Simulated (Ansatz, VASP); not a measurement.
# CaO: VASP beside Ansatz

File POSCAR:

```
CaO
1.0
    0.0000000000      2.4490000000      2.4490000000
    2.4490000000      0.0000000000      2.4490000000
    2.4490000000      2.4490000000      0.0000000000
Ca O
1 1
Direct
    0.0000000000      0.0000000000      0.0000000000
    0.5000000000      0.5000000000      0.5000000000
```

INCAR.step1

```
PREC = Accurate ; ENCUT = 520
ISMEAR = -1 ; SIGMA = 0.03
LREAL = False ; LASPH = True
NELM = 80 ; NBANDS = 15
GGA = PE ; ALGO = Normal
EDIFF = 1E-4 ; LWAVE = True
LCHARG = False
```

Contents of INCAR.step2:

```
PREC = Accurate ; ENCUT = 520
EDIFF = 1E-8 ; ISMEAR = -1
SIGMA = 0.03 ; LREAL = False
LASPH = True ; NELM = 80
ALGO = Normal ; ISIF = 2
LWAVE = False ; LCHARG = False
METAGGA = R2SCAN ; LMIXTAU = True
LEFG = True ; NBANDS = 15
ISTART = 1
```

File KPOINTS:

```
regular mesh
0
Gamma
  9 9 9
```

Input for Ansatz:

```yaml
crystal:
  lattice:
    - [0.0, 2.449, 2.449]
    - [2.449, 0.0, 2.449]
    - [2.449, 2.449, 0.0]
  atoms:
    - { symbol: Ca, position: [0.0, 0.0, 0.0] }
    - { symbol: O, position: [0.5, 0.5, 0.5] }
kpoints:
  mp_grid: { grid: [9, 9, 9] }
  band_path:
    path:
      - [0.0, 0.0, 0.0]
      - [0.5, 0.0, 0.5]
      - [0.625, 0.25, 0.625]
      - [0.375, 0.375, 0.75]
      - [0.0, 0.0, 0.0]
      - [0.5, 0.5, 0.5]
      - [0.5, 0.25, 0.75]
      - [0.5, 0.0, 0.5]
    npoints: 5
scf:
  occupations: { method: fermi_dirac, width: 0.03 }
hamiltonian:
  xc: r2scan
  pseudopotentials: { kind: paw }
output:
  forces: true
  stress: true
  eigenvalues: true
  efg: { contact_densities: true }
```

Alike in both runs: task electric field gradients; functional r2SCAN; k mesh 9 × 9 × 9; occupations fermi-dirac, width 0.03 eV; no spin polarisation.

```csv
,VASP,Ansatz
version,VASP 6.6.1,Ansatz 0.2.0
potentials or method,"VASP PAW PBE potentials, release 64 (Ca_sv, O)","PAW with Ansatz's default frozen-core files, scalar-relativistic"
plane-wave cutoff (eV),520,500
valence electrons in the cell,16,16
```

|  | VASP | Ansatz | Ansatz less VASP |
| --- | --- | --- | --- |
| gap on the k mesh at the Fermi level (eV) | 4.25 | 4.26 | +0.009 |
| pressure (GPa) | -5.7 | -6.5 | -0.81 |

VASP's potentials were made for PBE, not for r2SCAN.
